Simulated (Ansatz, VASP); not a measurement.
BP: VASP beside Ansatz

File INCAR:

```
SYSTEM = BP
PREC = Accurate ; ENCUT = 500
EDIFF = 1E-6 ; ISMEAR = 0
SIGMA = 0.01 ; LREAL = .FALSE.
LASPH = .TRUE. ; NELM = 120
ALGO = Normal ; ISIF = 2
LWAVE = .FALSE. ; LCHARG = .TRUE.
GGA = PS ; LELF = .TRUE.
LVHAR = .TRUE. ; NBANDS = 11
GGA_COMPAT = .FALSE.
```

Contents of KPOINTS:

```
regular mesh
0
G
  8 8 8
  0 0 0
```

The input POSCAR:

```
BP
1.0
    0.0000000000      2.2487699386      2.2487699386
    2.2487699386      0.0000000000      2.2487699386
    2.2487699386      2.2487699386      0.0000000000
B P
1 1
Direct
    0.0000000000      0.0000000000      0.0000000000
    0.7500000000      0.7500000000      0.7500000000
```

Input for Ansatz:

```yaml
crystal:
  lattice:
    - [0.0, 2.2487699386, 2.2487699386]
    - [2.2487699386, 0.0, 2.2487699386]
    - [2.2487699386, 2.2487699386, 0.0]
  atoms:
    - { symbol: B, position: [0.0, 0.0, 0.0] }
    - { symbol: P, position: [0.75, 0.75, 0.75] }
kpoints:
  mp_grid: { grid: [8, 8, 8] }
scf:
  occupations: { method: fixed }
  convergence: { dr2_threshold: 1.0e-10 }
hamiltonian:
  xc: pbesol
  pseudopotentials: { kind: all_electron, lapw: { basis_error: 0.0005 } }
output:
  forces: true
  stress: true
  eigenstates:
    kpoints:
      - [0.0, 0.0, 0.0]
      - [0.0, 0.416696489, 0.416696489]
      - [0.416696489, 0.0, 0.416696489]
      - [0.416696489, 0.416696489, 0.0]
      - [0.5, 0.5, 0.0]
      - [0.5, 0.0, 0.5]
      - [0.0, 0.5, 0.5]
      - [0.0, 0.5, 0.0]
      - [0.5, 0.0, 0.0]
      - [0.0, 0.0, 0.5]
      - [0.5, 0.5, 0.5]
  eigenvalues: true
```

Alike in both runs: task single point; functional PBEsol; k mesh 8 × 8 × 8; no spin polarisation.

|  | VASP | Ansatz |
| --- | --- | --- |
| version | VASP 6.6.1 | Ansatz 0.2.0 |
| potentials or method | VASP PAW PBE potentials, release 64 (B, P), cutoff 500 eV | all-electron LAPW, scalar-relativistic |
| occupations | gaussian, width 0.01 eV | fixed |

|  | VASP | Ansatz | Ansatz less VASP |
| --- | --- | --- | --- |
| gap on the k mesh at the Fermi level (eV) | 1.13 | 1.14 | +0.007 |
| pressure (GPa) | 2.8 | 2.6 | -0.18 |

VASP's potentials were made for PBE, not for PBEsol. Ansatz ran all-electron here, and VASP with PAW potentials.
